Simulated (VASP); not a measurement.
# TaN (P3m1) in VASP: a series of runs

TaN is run at these levels: PBE; tasks: single point.

Everything below comes from runs of VASP 6.6.1. Logs are shortened: lines on timing, memory, paths and dates and some standing lists are left out, and cuts for length are marked.

**1. The cell of the first run**

The structure is trigonal, space group P3m1 (No. 156). The conventional cell has a = 2.522 Å, b = 2.522 Å, c = 5.117 Å, α = 90.00°, β = 90.00°, γ = 120.00°. Ta (site symmetry 3m) has 3 N at 2.06 Å and 6 Ta at 2.52 Å within 2.7 Å. N (site symmetry 3m) has 3 Ta at 2.06 Å and 6 N at 2.52 Å within 2.7 Å.

**2. Single point, PBE**

Input file INCAR:

```
SYSTEM = TaN
PREC = Accurate
ENCUT = 600
EDIFF = 1E-6
ISMEAR = 0
SIGMA = 0.1
LREAL = .FALSE.
LASPH = .TRUE.
NELM = 120
ALGO = Normal
ISIF = 2
LWAVE = .FALSE.
LCHARG = .TRUE.
GGA = PE
LELF = .TRUE.
LVHAR = .TRUE.
NBANDS = 15
GGA_COMPAT = .FALSE.
```

Input file KPOINTS:

```
Automatic mesh
0
G
  6 6 4
  0 0 0
```

Input file POSCAR:

```
TaN
1.0
    2.5219209500      0.0000000000      0.0000000000
   -1.2609604700      2.1840476100      0.0000000000
    0.0000000000      0.0000000000      5.1168896400
Ta N
1 1
Direct
    0.3333333300      0.6666666700      0.8709125200
    0.6666666700      0.3333333300      0.5868791800
```

Potentials or basis: VASP PAW PBE potentials, release 64 (Ta_pv, N).

Command:

```console
$ cat potpaw_PBE.64/Ta_pv/POTCAR potpaw_PBE.64/N/POTCAR > POTCAR
$ mpirun -np 1 vasp_std > vasp.out
```

OUTCAR:

```text
SYSTEM = TaN
   PREC = Accurate
   ENCUT = 600
   EDIFF = 1E-6
   ISMEAR = 0
   LREAL = .FALSE.
   LASPH = .TRUE.
   NELM = 120
   ISIF = 2
   GGA = PE

 ion  position               nearest neighbor table
   1  0.333  0.667  0.871-   2 2.06   2 2.06   2 2.06
   2  0.667  0.333  0.587-   1 2.06   1 2.06   1 2.06

  LATTYP: Found a hexagonal cell.
 ALAT       =     2.5219209500
 C/A-ratio  =     2.0289651188

  Lattice vectors:

 A1 = (   2.5219209500,   0.0000000000,   0.0000000000)
 A2 = (  -1.2609604700,   2.1840476100,   0.0000000000)
 A3 = (   0.0000000000,   0.0000000000,   5.1168896400)

Analysis of symmetry for initial positions (statically):
=====================================================================
 Subroutine PRICEL returns:
 Original cell was already a primitive cell.

 Routine SETGRP: Setting up the symmetry group for a
 hexagonal supercell.

 Subroutine GETGRP returns: Found  6 space group operations
 (whereof  6 operations were pure point group operations)
 out of a pool of 24 trial point group operations.

The static configuration has the point symmetry C_3v.

Analysis of symmetry for dynamics (positions and initial velocities):
=====================================================================
 Subroutine PRICEL returns:
 Original cell was already a primitive cell.

 Routine SETGRP: Setting up the symmetry group for a
 hexagonal supercell.

 Subroutine GETGRP returns: Found  6 space group operations
 (whereof  6 operations were pure point group operations)
 out of a pool of 24 trial point group operations.

The dynamic configuration has the point symmetry C_3v.

 Subroutine INISYM returns: Found  6 space group operations
 (whereof  6 operations are pure point group operations),
 and found     1 'primitive' translations

----------------------------------------------------------------------------------------

                                     Primitive cell

  volume of cell :      28.1838

  direct lattice vectors                    reciprocal lattice vectors
     2.521920950  0.000000000  0.000000000     0.396523134  0.228932737  0.000000000
    -1.260960470  2.184047610  0.000000000     0.000000000  0.457865477  0.000000000
     0.000000000  0.000000000  5.116889640     0.000000000  0.000000000  0.195431223

  length of vectors
     2.521920950  2.521920948  5.116889640     0.457865476  0.457865477  0.195431223

  position of ions in fractional coordinates (direct lattice)
     0.333333330  0.666666670  0.870912520
     0.666666670  0.333333330  0.586879180

  ion indices of the primitive-cell ions
   primitive index   ion index
                 1           1
                 2           2

----------------------------------------------------------------------------------------

 KPOINTS: Automatic mesh

Automatic generation of k-mesh.
 Grid dimensions read from file:
 generate k-points for:    6    6    4

 Generating k-lattice:

  Cartesian coordinates                     Fractional coordinates (reciprocal lattice)
     0.066087189  0.038155456  0.000000000     0.166666667  0.000000000  0.000000000
     0.000000000  0.076310913  0.000000000     0.000000000  0.166666667  0.000000000
     0.000000000  0.000000000  0.048857806     0.000000000  0.000000000  0.250000000

  Length of vectors
     0.076310913  0.076310913  0.048857806

  Shift w.r.t. Gamma in fractional coordinates (k-lattice)
     0.000000000  0.000000000  0.000000000

 Subroutine IBZKPT returns following result:
 ===========================================

 Found     24 irreducible k-points:

 Following reciprocal coordinates:
            Coordinates               Weight
  0.000000  0.000000  0.000000      1.000000
  0.166667  0.000000  0.000000      6.000000
  0.333333 -0.000000  0.000000      6.000000
  0.500000  0.000000  0.000000      3.000000
  0.166667  0.166667  0.000000      6.000000
  0.333333  0.166667  0.000000     12.000000
[... 16 lines left out ...]
  0.333333  0.166667  0.500000     12.000000
  0.333333  0.333333  0.500000      2.000000
   k-points           NKPTS =     24   k-points in BZ     NKDIM =     24   number of bands    NBANDS=     15
   number of dos      NEDOS =    301   number of ions     NIONS =      2
   total plane-waves  NPLWV =  16800
   dimension x,y,z NGX =    20 NGY =   20 NGZ =   42
   dimension x,y,z NGXF=    40 NGYF=   40 NGZF=   84
   ions per type =               1   1
   NGX,Y,Z   is equivalent  to a cutoff of  13.18, 13.18, 13.65 a.u.
   NGXF,Y,Z  is equivalent  to a cutoff of  26.37, 26.37, 27.29 a.u.
 SYSTEM =  TaN
   PREC   = accura    normal or accurate (medium, high low for compatibility)
   ISTART =      0    job   : 0-new  1-cont  2-samecut
   ICHARG =      2    charge: 1-file 2-atom 10-const
   ISPIN  =      1    spin polarized calculation?
   LNONCOLLINEAR =      F non collinear calculations
   LSORBIT =      F    spin-orbit coupling
   LASPH  =      T    aspherical Exc in radial PAW
   ENCUT  =  600.0 eV  44.10 Ry    6.64 a.u.   5.04  5.04 10.22*2*pi/ulx,y,z
   NELM   =    120;   NELMIN=  2; NELMDL= -5     # of ELM steps
   EDIFF  = 0.1E-05   stopping-criterion for ELM
   LREAL  =      F    real-space projection
   EDIFFG = 0.1E-04   stopping-criterion for IOM
   NSW    =      0    number of steps for IOM
   IBRION =     -1    ionic relax: 0-MD 1-quasi-New 2-CG
   NFREE  =      0    steps in history (QN), initial steepest desc. (CG)
   ISIF   =      2    stress and relaxation
   ISYM   =      2    0-nonsym 1-usesym 2-fastsym
   POTIM  = 0.5000    time-step for ionic-motion
   TEBEG  =    0.0;   TEEND  =   0.0 temperature during run
   PSTRESS=    0.0 pullay stress
   NELECT =      16.0000    total number of electrons
   NUPDOWN=      -1.0000    fix difference up-down
   EMIN   =  10.00;   EMAX   =-10.00  energy-range for DOS
   EFERMI =   0.00;   METHOD = LEGACY
   ISMEAR =     0;   SIGMA  =   0.10  broadening in eV -4-tet -1-fermi 0-gaus
   EFERMI_NEDOS =   21; number of points for ismear=-14 and -15
   IALGO  =     38    algorithm
   IMIX   =      4    mixing-type and parameters
     AMIX     =   0.40;   BMIX     =  1.00
     AMIX_MAG =   1.60;   BMIX_MAG =  1.00
  volume/ion in A,a.u.               =      14.09        95.10
  Fermi-wavevector in a.u.,A,eV,Ry     =   1.355548  2.561615 25.000852  1.837511
  Thomas-Fermi vector in A             =   2.482626
   LORBIT       =      0    0 simple, 1 ext, 2 COOP (PROOUT), +10 PAW based schemes
   GGA     = PE    functional components
   LHFCALC =     F    Hartree Fock is set to
   AEXX    =    0.0000 exact exchange contribution
   IVDW    =     0    specifies the selected vdW correction
   LEPSILON=     F    determine dielectric tensor
   LRPA    =     F    only Hartree local field effects (RPA)
 non-spin polarized calculation
 Gauss-broadening in eV      SIGMA  =   0.10
  energy-cutoff  :      600.00
  volume of cell :       28.18
 maximum number of plane-waves:       958
   NGX = 11   NGY = 11   NGZ = 21

 number of electron      16.0000001 magnetization

 Free energy of the ion-electron system (eV)
  ---------------------------------------------------
  ext. energy  EPLUGINS =         0.00000000
  ---------------------------------------------------
  free energy    TOTEN  =       -16.00295629 eV

  energy without entropy =      -15.99328847  energy(sigma->0) =      -15.99812238

 E-fermi :   3.6919     XC(G=0): -11.1758

 val. band max:        3.6133579381   @ k =   0.0000   0.1667   0.2500
 cond. band min:       3.7153692232   @ k =   0.3333  -0.0000   0.5000
 fundamental gap:      0.1020112851
 Fermi energy:         3.6919312171

 k-point     1 :       0.0000    0.0000    0.0000
  band No.  band energies     occupation
      1     -30.3252      2.00000
      2     -28.4091      2.00000
      3     -28.4091      2.00000
      4     -11.2057      2.00000
      5      -2.6463      2.00000
      6       2.0341      2.00000
      7       3.0489      2.00000
      8       3.0489      2.00000
      9       4.2127      0.00000
     10       6.9477      0.00000
     11       6.9477      0.00000
     12      11.2889      0.00000
     13      11.2889      0.00000
     14      14.4945      0.00000
     15      17.1144      0.00000

 k-point     2 :       0.1667    0.0000    0.0000
  band No.  band energies     occupation
      1     -30.1543      2.00000
      2     -29.4125      2.00000
      3     -28.6215      2.00000
      4     -10.6682      2.00000
      5      -1.2720      2.00000
      6       0.6386      2.00000
      7       2.9173      2.00000
      8       3.6121      1.74115
      9       4.2881      0.00000
     10       6.0839      0.00000
     11       7.2548      0.00000
     12      10.5437      0.00000
     13      11.4625      0.00000
     14      15.6525      0.00000
     15      18.8455      0.00000

 k-point     3 :       0.3333   -0.0000    0.0000
  band No.  band energies     occupation
      1     -31.1585      2.00000
      2     -29.7753      2.00000
      3     -29.0239      2.00000
      4      -9.7644      2.00000
      5      -1.9826      2.00000
      6       0.0367      2.00000
      7       2.8089      2.00000
      8       3.3469      2.00000
      9       4.5158      0.00000
     10       7.5329      0.00000
     11      10.1193      0.00000
     12      11.1948      0.00000
     13      11.9336      0.00000
     14      15.8551      0.00000
     15      18.8405      0.00000
[... 343 lines left out ...]
 k-point    23 :       0.3333    0.1667    0.5000
  band No.  band energies     occupation
      1     -31.5241      2.00000
      2     -29.7579      2.00000
      3     -29.5840      2.00000
      4      -9.2525      2.00000
      5      -1.4465      2.00000
      6       0.4618      2.00000
      7       1.4533      2.00000
      8       3.0433      2.00000
      9       4.6100      0.00000
     10       7.6305      0.00000
     11       9.4360      0.00000
     12      11.8178      0.00000
     13      15.5888      0.00000
     14      17.6871      0.00000
     15      18.8196      0.00000

 k-point    24 :       0.3333    0.3333    0.5000
  band No.  band energies     occupation
      1     -30.9982      2.00000
      2     -30.8910      2.00000
      3     -29.4890      2.00000
      4      -8.9001      2.00000
      5      -1.2393      2.00000
      6       0.7560      2.00000
      7       1.7753      2.00000
      8       3.6081      1.76433
      9       3.8056      0.10803
     10       7.9139      0.00000
     11       9.1009      0.00000
     12      11.3600      0.00000
     13      14.9687      0.00000
     14      16.0414      0.00000
     15      18.8432      0.00000

------------------------ aborting loop because EDIFF is reached ----------------------------------------

  FORCE on cell =-STRESS in cart. coord.  units (eV):
  Direction    XX          YY          ZZ          XY          YZ          ZX
  --------------------------------------------------------------------------------------
  -------------------------------------------------------------------------------------
  Total       15.3603918     15.3603918     -4.2324628      0.0000000      0.0000000      0.0000000
  in kB      873.1990516    873.1990524   -240.6047012      0.0000020      0.0000000      0.0000000
  external PRESSURE =     501.9311343 kB  Pullay stress =       0.0000000 kB

 VOLUME and BASIS-vectors are now :
 -----------------------------------------------------------------------------
  energy-cutoff  :      600.00
  volume of cell :       28.18
      direct lattice vectors                 reciprocal lattice vectors
     2.521920950  0.000000000  0.000000000     0.396523134  0.228932737  0.000000000
    -1.260960470  2.184047610  0.000000000     0.000000000  0.457865477  0.000000000
     0.000000000  0.000000000  5.116889640     0.000000000  0.000000000  0.195431223

 POSITION                                       TOTAL-FORCE (eV/Angst)
 -----------------------------------------------------------------------------------
     -0.00000      1.45603      4.45636        -0.000000      0.000000     -1.340695
      1.26096      0.72802      3.00300         0.000000     -0.000000      1.340695
 -----------------------------------------------------------------------------------
    total drift:                               -0.000006      0.000004      0.000223

  FREE ENERGIE OF THE ION-ELECTRON SYSTEM (eV)
  ---------------------------------------------------
  free  energy   TOTEN  =       -16.0029562912 eV

  energy  without entropy=      -15.9932884675  energy(sigma->0) =      -15.99812238
```

Run time: 9 s. Hardware: 1 thread of AMD EPYC 9R14 (Zen 4), shared host; peak memory 0.12 GiB.

What came out:

- Free energy: -16.0030 eV
- Pressure: 50.2 GPa
- Largest force: 1.341 eV/Å
- Band gap on the k mesh: 0.10 eV, indirect (least direct gap 0.20 eV)

Forces on the atoms (eV/Å):
```
Ta   0.000  0.000 -1.341
N    0.000  0.000  1.341
```

Levels at points of the mesh, in eV from the valence-band top:
```csv
k point,band 5,band 6,band 7,band 8,band 9,band 10,band 11,band 12
"(0.00, 0.00, 0.00)",-6.26,-1.58,-0.56,-0.56,0.60,3.33,3.33,7.68
"(0.50, 0.00, 0.00)",-6.18,-4.30,-1.65,-0.61,2.41,4.86,7.18,10.46
"(0.00, 0.00, 0.50)",-6.62,-1.42,-0.56,-0.56,0.71,3.31,3.31,7.68
"(0.50, 0.00, 0.50)",-6.18,-4.22,-1.14,-0.64,1.75,4.30,7.31,10.76
```

Caveat: the k points lie up to 0.48 Å⁻¹ apart; spin-orbit coupling is left out, which moves the levels of the heavy elements; forces of over 1 eV/Å act on the atoms, so gaps and moduli don't describe the material at rest. A k mesh can miss the band edges.

**3. Single point, PBE**

This run uses another cell than the first one, of 20.68 Å³/atom, 1.468 times its volume.

Input file INCAR:

```
  PREC = Accurate
  ENCUT = 520
  EDIFF = 1E-6
  ISMEAR = 0
  SIGMA = 0.1
  LREAL = False
  LASPH = True
  NELM = 60
  ALGO = Normal
  ISIF = 2
  LWAVE = False
  LCHARG = False
  GGA = PE
  NBANDS = 15
```

Input file KPOINTS:

```
regular mesh
0
Gamma
  6 6 4
```

Input file POSCAR:

```
TaN
1.0
    3.1451373700     -0.0000000036      0.0000000000
   -1.5725686819      2.7237688626      0.0000000000
    0.0000000000      0.0000000000      4.8287683951
Ta N
1 1
Direct
    0.3333333333      0.6666666667      0.8109056217
    0.6666666667      0.3333333333      0.6468860783
```

Potentials or basis: VASP PAW PBE potentials, release 64 (Ta_pv, N).

Command:

```console
$ cat potpaw_PBE.64/Ta_pv/POTCAR potpaw_PBE.64/N/POTCAR > POTCAR
$ mpirun -np 1 vasp_std > vasp.out
```

It took 8.9 s on 1 thread of AMD EPYC 7R13 (Zen 3), shared host; peak memory 0.13 GiB.

The run converged. Its results:

| Property | Result |
| --- | --- |
| Free energy | -20.1114 eV |
| Pressure | 0.6 GPa |
| Largest force | 0.096 eV/Å |
| Band gap on the k mesh | 0.60 eV, direct |

Forces on the atoms (eV/Å):
```
Ta   0.000  0.000  0.096
N    0.000  0.000 -0.096
```

Levels at points of the mesh, in eV from the valence-band top:
```
           k point  band 5  band 6  band 7  band 8  band 9  band 10  band 11  band 12
(0.00, 0.00, 0.00)   -5.35   -5.35   -5.25   -1.52    1.77     1.77     3.74     6.70
(0.50, 0.00, 0.00)   -6.17   -4.11   -3.31   -0.44    1.09     2.26     3.19     5.42
(0.00, 0.00, 0.50)   -5.47   -5.35   -5.35   -0.67    1.73     1.73     3.14     5.52
(0.50, 0.00, 0.50)   -6.19   -4.13   -3.35   -0.37    1.66     2.52     3.17     5.00
```

Caveat: spin-orbit coupling is left out, which moves the levels of the heavy elements.
